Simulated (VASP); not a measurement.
A run of VASP 6.6.1:

The input INCAR:

```
SYSTEM = Os
ALGO = Fast ; EDIFF = 1E-6
ENCUT = 520 ; GGA = PE
ISIF = 2 ; ISMEAR = 0
LASPH = .TRUE. ; LCHARG = .FALSE.
LREAL = .FALSE. ; LWAVE = .FALSE.
NBANDS = 33 ; NELM = 100
PREC = Accurate ; SIGMA = 0.15
```

The input KPOINTS:

```
k-points
0
G
  24 24 5
  0 0 0
```

Contents of POSCAR:

```
Os
1.0
   -2.7527783805      0.0000000000      0.0000000000
   -1.3763891902     -2.3839760085      0.0000000000
    0.0000000000      0.0000000000     13.0526246344
Os
6
Direct
    0.3333333333      0.3333333333      0.0833333333
    0.3333333333      0.3333333333      0.4166666667
    0.3333333333      0.3333333333      0.7500000000
    0.6666666667      0.6666666667      0.2500000000
    0.6666666667      0.6666666667      0.5833333333
    0.6666666667      0.6666666667      0.9166666667
```

Potentials or basis: VASP PAW PBE potentials, release 64 (Os).

Launch:

```console
$ cat potpaw_PBE.64/Os/POTCAR > POTCAR
$ mpirun -np 1 vasp_std > vasp.out
```

Hardware: 1 thread of Intel Xeon 8259CL, with other jobs on the host.

Problem. How long does it take, and how much memory?

Solution. It took 12 min on 1 thread of Intel Xeon 8259CL, on a shared host, peak memory 0.47 GiB. Counts: scf iterations 17, k points 183.
